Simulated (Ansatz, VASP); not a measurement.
## BaS in VASP and in Ansatz

```
Ba S
1.0
     0.00000    3.19375    3.19375
     3.19375    0.00000    3.19375
     3.19375    3.19375    0.00000
Ba S
1 1
Direct
  0.00000 0.00000 0.00000
  0.50000 0.50000 0.50000
```

Alike in both runs: task relaxation of cell and atoms; functional RPBE; k mesh 7 × 7 × 7; occupations fermi-dirac, width 0.05 eV; no spin polarisation.

```csv
,VASP,Ansatz
version,VASP 6.6.1,Ansatz 0.2.0
potentials or method,"VASP PAW PBE potentials, release 64 (Ba_sv, S), cutoff 600 eV","all-electron LAPW, scalar-relativistic"
```

```tsv
	VASP	Ansatz	Ansatz less VASP
relaxed volume (Å³/atom)	34.94	34.55	-0.394
relaxed cell length with the largest relative difference (Å)	4.623	4.606	-0.0174
```

VASP's potentials were made for PBE, not for RPBE. Ansatz ran all-electron here, and VASP with PAW potentials.

Neither program's run includes spin-orbit coupling.
